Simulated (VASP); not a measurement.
# BAs (F-43m) in VASP: further runs, part 2 of 2

VASP 6.6.1.

## Step 5: Single point, PBE

This run uses another cell than the first one, of 13.33 Å³/atom, 0.959 times its volume.

The input, INCAR:

```
PREC     = Accurate       # precision mode
ENCUT    = 520            # plane-wave cutoff, eV
EDIFF    = 1E-7           # SCF threshold, eV
ISMEAR   = 0              # smearing method
SIGMA    = 0.01           # smearing width, eV
LREAL    = F              # projectors in reciprocal space
LASPH    = T              # aspherical terms in the spheres
NELM     = 60             # most SCF steps
ALGO     = Normal         # electronic algorithm
ISIF     = 2              # what is computed and relaxed
LWAVE    = F              # write WAVECAR
LCHARG   = F              # write CHGCAR
GGA      = PE             # functional
NBANDS   = 11             # bands
```

The input, KPOINTS:

```
regular mesh
0
Gamma
  10 10 10
```

The input, POSCAR:

```
BAs
1.0
    0.0000000000      2.3713072074      2.3713072074
    2.3713072074      0.0000000000      2.3713072074
    2.3713072074      2.3713072074      0.0000000000
B As
1 1
Direct
    0.0000000000      0.0000000000      0.0000000000
    0.7500000000      0.7500000000      0.7500000000
```

Potentials or basis: VASP PAW PBE potentials, release 64 (B, As).

Run with:

```
$ cat potpaw_PBE.64/B/POTCAR potpaw_PBE.64/As/POTCAR > POTCAR
$ mpirun -np 1 vasp_std > vasp.out
```

OUTCAR:

```text
PREC = Accurate
   ENCUT = 520
   EDIFF = 1E-7
   ISMEAR = 0
   LREAL = F
   LASPH = T
   NELM = 60
   ISIF = 2
   GGA = PE

 ion  position               nearest neighbor table
   1  0.000  0.000  0.000-   2 2.05   2 2.05   2 2.05   2 2.05
   2  0.750  0.750  0.750-   1 2.05   1 2.05   1 2.05   1 2.05

  LATTYP: Found a face centered cubic cell.
 ALAT       =     4.7426144148

  Lattice vectors:

 A1 = (   0.0000000000,   2.3713072074,   2.3713072074)
 A2 = (   2.3713072074,   0.0000000000,   2.3713072074)
 A3 = (   2.3713072074,   2.3713072074,   0.0000000000)

Analysis of symmetry for initial positions (statically):
=====================================================================
 Subroutine PRICEL returns:
 Original cell was already a primitive cell.

 Routine SETGRP: Setting up the symmetry group for a
 face centered cubic supercell.

 Subroutine GETGRP returns: Found 24 space group operations
 (whereof 24 operations were pure point group operations)
 out of a pool of 48 trial point group operations.

The static configuration has the point symmetry T_d .

Analysis of symmetry for dynamics (positions and initial velocities):
=====================================================================
 Subroutine PRICEL returns:
 Original cell was already a primitive cell.

 Routine SETGRP: Setting up the symmetry group for a
 face centered cubic supercell.

 Subroutine GETGRP returns: Found 24 space group operations
 (whereof 24 operations were pure point group operations)
 out of a pool of 48 trial point group operations.

The dynamic configuration has the point symmetry T_d .

 Subroutine INISYM returns: Found 24 space group operations
 (whereof 24 operations are pure point group operations),
 and found     1 'primitive' translations

----------------------------------------------------------------------------------------

                                     Primitive cell

  volume of cell :      26.6682

[... 111 lines left out ...]
  Thomas-Fermi vector in A             =   2.232239
   LORBIT       =      0    0 simple, 1 ext, 2 COOP (PROOUT), +10 PAW based schemes
   GGA     = PE    functional components
   LHFCALC =     F    Hartree Fock is set to
   AEXX    =    0.0000 exact exchange contribution
   IVDW    =     0    specifies the selected vdW correction
   LEPSILON=     F    determine dielectric tensor
   LRPA    =     F    only Hartree local field effects (RPA)
 non-spin polarized calculation
 Gauss-broadening in eV      SIGMA  =   0.01
  energy-cutoff  :      520.00
  volume of cell :       26.67
 maximum number of plane-waves:       728
 NGX is ok and might be reduce to    28
   NGX = 13   NGY = 13   NGZ = 13

 number of electron       8.0000000 magnetization

 Free energy of the ion-electron system (eV)
  ---------------------------------------------------
  ext. energy  EPLUGINS =         0.00000000
  ---------------------------------------------------
  free energy    TOTEN  =       -11.38784224 eV

  energy without entropy =      -11.38784224  energy(sigma->0) =      -11.38784224

 E-fermi :   6.4618     XC(G=0): -10.6785

 val. band max:        6.3675760158   @ k =   0.0000   0.0000   0.0000
 cond. band min:       7.5205195355   @ k =   0.4000   0.4000   0.0000
 fundamental gap:      1.1529435197
 Fermi energy:         6.4617625132

 k-point     1 :       0.0000    0.0000    0.0000
  band No.  band energies     occupation
      1      -9.2334      2.00000
      2       6.3676      2.00000
      3       6.3676      2.00000
      4       6.3676      2.00000
      5       9.6717      0.00000
      6       9.6717      0.00000
      7       9.6717      0.00000
      8      11.3319      0.00000
      9      16.0574      0.00000
     10      19.4063      0.00000
     11      19.4063      0.00000
[... 309 lines left out ...]
 k-point    24 :       0.4000    0.3000    0.0000
  band No.  band energies     occupation
      1      -6.5297      2.00000
      2      -0.1488      2.00000
      3       2.3003      2.00000
      4       2.8020      2.00000
      5       8.0522      0.00000
      6       9.7697      0.00000
      7      15.3595      0.00000
      8      15.5791      0.00000
      9      18.6116      0.00000
     10      22.3815      0.00000
     11      22.4657      0.00000

 [... further k-points ...]
[... 5 lines left out ...]
  --------------------------------------------------------------------------------------
  -------------------------------------------------------------------------------------
  Total        1.1211581      1.1211581      1.1211581      0.0000000      0.0000000      0.0000000
  in kB       67.3571955     67.3571955     67.3571955      0.0000000      0.0000000      0.0000000
  external PRESSURE =      67.3571955 kB  Pullay stress =       0.0000000 kB

 VOLUME and BASIS-vectors are now :
 -----------------------------------------------------------------------------
  energy-cutoff  :      520.00
  volume of cell :       26.67
      direct lattice vectors                 reciprocal lattice vectors
     0.000000000  2.371307207  2.371307207    -0.210854165  0.210854165  0.210854165
     2.371307207  0.000000000  2.371307207     0.210854165 -0.210854165  0.210854165
     2.371307207  2.371307207  0.000000000     0.210854165  0.210854165 -0.210854165

 POSITION                                       TOTAL-FORCE (eV/Angst)
 -----------------------------------------------------------------------------------
      0.00000      0.00000      0.00000        -0.000000     -0.000000     -0.000000
      3.55696      3.55696      3.55696         0.000000      0.000000      0.000000
 -----------------------------------------------------------------------------------
    total drift:                                0.000000      0.000000      0.000000

  FREE ENERGIE OF THE ION-ELECTRON SYSTEM (eV)
  ---------------------------------------------------
  free  energy   TOTEN  =       -11.3878422384 eV

  energy  without entropy=      -11.3878422384  energy(sigma->0) =      -11.38784224
```

Run time: 7.2 s. Hardware: 1 thread of Intel Xeon 6975P-C (Granite Rapids), shared host; peak memory 0.16 GiB.

Results:

| Property | Result |
| --- | --- |
| Free energy | -11.3878 eV |
| Pressure | 6.7 GPa |
| Band gap on the k mesh | 1.15 eV, indirect (least direct gap 3.30 eV) |

## Step 6: The runs side by side

```csv
task,cell,cutoff (eV),gap on the mesh (eV),pressure (GPa)
single point,"a = 3.401 Å, angles 60.0°, 2 atoms",520,1.20,0.6
relaxation of cell and atoms,"relaxed from a = 3.400 Å, angles 60.0°, 2 atoms",600,1.20,0.0
relaxation of cell and atoms,"relaxed to 4 GPa from a = 3.401 Å, angles 60.0°, 2 atoms",600,1.17,4.0
single point,"a = 3.354 Å, angles 60.0°, 2 atoms",520,1.15,6.7
```

Alike in all rows: level PBE; potentials or basis VASP PAW PBE potentials, release 64 (B, As); no spin polarisation; k mesh 10 × 10 × 10; smearing gaussian 0.01 eV.

Caveats: the cell is relaxed towards a set pressure, so the enthalpy falls and the energy may rise (some runs).

Total energies depend on the potentials used, so only differences within one code and one set of settings carry meaning.
